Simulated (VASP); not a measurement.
A run of VASP 6.6.1:

Contents of INCAR:

```
PREC = Accurate
ENCUT = 700
EDIFF = 1E-7
ISMEAR = 0
SIGMA = 0.1
LREAL = F
LASPH = T
NELM = 120
ALGO = Normal
ISIF = 3
LWAVE = F
LCHARG = F
GGA = PE
IBRION = 2
NSW = 90
EDIFFG = -0.04
GGA_COMPAT = F
NELMIN = 4
```

The input KPOINTS:

```
Automatic mesh
0
Gamma
  6 6 4
```

The input POSCAR:

```
TaHO2
1.0
    3.0042465600      0.0000000000      0.0000000000
   -1.5021232800      2.6017538400      0.0000000000
    0.0000000000      0.0000000000      4.7825838000
Ta H O
1 1 2
Direct
    0.3333333300      0.6666666700      0.0000000000
    0.6666666700      0.3333333300      0.5000000000
    0.0000000000      0.0000000000      0.2699988000
    0.0000000000      0.0000000000      0.7300012000
```

Potentials or basis: VASP PAW PBE potentials, release 64 (Ta_sv_GW, H, O).

The run is started by

```sh
$ cat potpaw_PBE.64/Ta_sv_GW/POTCAR potpaw_PBE.64/H/POTCAR potpaw_PBE.64/O/POTCAR > POTCAR
$ mpirun -np 1 vasp_std > vasp.out
```

Hardware: 1 thread of AMD EPYC 7R43 64-Core Processor (Zen 3), on a shared host.

How long does it take, and how much memory?

It took 4.8 min on 1 thread of AMD EPYC 7R43 64-Core Processor (Zen 3), on a shared host, peak memory 0.17 GiB. Counts: scf iterations 134, k points 21, ion steps 10.
